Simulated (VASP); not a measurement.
Input of a VASP 6.6.1 run:

File INCAR:

```
SYSTEM = ErSc2Sb3
ALGO     = Normal         ! electronic algorithm
EDIFF    = 1E-7           ! SCF threshold, eV
EDIFFG   = -0.01          ! ionic threshold
ENCUT    = 500            ! plane-wave cutoff, eV
GGA      = PE             ! functional
GGA_COMPAT= .False.      
IBRION   = 2              ! ionic algorithm
ISIF     = 3              ! what is computed and relaxed
ISMEAR   = 0              ! smearing method
LASPH    = .True.         ! aspherical terms in the spheres
LCHARG   = .False.        ! write CHGCAR
LMAXMIX  = 6              ! l up to which the mixer works
LREAL    = .False.        ! projectors in reciprocal space
LWAVE    = .False.        ! write WAVECAR
NELM     = 200            ! most SCF steps
NELMIN   = 4            
NSW      = 100            ! ionic steps
PREC     = Accurate       ! precision mode
SIGMA    = 0.1            ! smearing width, eV
```

Contents of KPOINTS:

```
k-points
0
Gamma
  10 10 10
  0 0 0
```

File POSCAR:

```
ErSc2Sb3
1.0
   -2.1108092565      2.9956120671      6.3283744663
    2.1108092565     -2.9956120671      6.3283744663
    2.1108092565      2.9956120671     -6.3283744663
Er Sc Sb
1 2 3
Direct
    0.0000000000      0.5000000000      0.5000000000
    0.6646095740      0.1646095740      0.5000000000
    0.3353904260      0.8353904260      0.5000000000
    0.1733913763      0.1733913763      1.0000000000
    0.8266086237      0.8266086237      1.0000000000
    0.5000000000      0.5000000000      1.0000000000
```

Potentials or basis: VASP PAW PBE potentials, release 64 (Er_3, Sc_sv, Sb), 4f in core.

Launch:

```console
$ cat potpaw_PBE.64/Er_3/POTCAR potpaw_PBE.64/Sc_sv/POTCAR potpaw_PBE.64/Sb/POTCAR > POTCAR
$ mpirun -np 1 vasp_std > vasp.out
```

**Question.** What does it give for the band gap on the k mesh?

**Answer.** Zero (bands 23 and 24 overlap by 1.34 eV).

**Question.** Estimate the relaxed cell.

**Answer.** a = 7.322 Å, b = 7.322 Å, c = 7.322 Å, α = 146.46°, β = 131.64°, γ = 60.14°.

**Question.** Estimate the space group after relaxing (to 0.1 Å).

**Answer.** Immm (No. 71).

**Question.** Estimate the relaxed volume.

**Answer.** 26.77 Å³/atom.

Forces in eV/Å, atoms in the order of the input:
```
Er   0.000  0.000  0.000
Sc   0.000  0.000 -0.005
Sc   0.000  0.000  0.005
Sb   0.000  0.000 -0.001
Sb   0.000  0.000  0.001
Sb   0.000  0.000  0.000
```

Caveat: spin-orbit coupling is left out, which moves the levels of the heavy elements; the 4f electrons are frozen in the core, so they carry no moment and show no levels. Spin polarisation is off, so any magnetic state and its effect on volume and gap are missing.
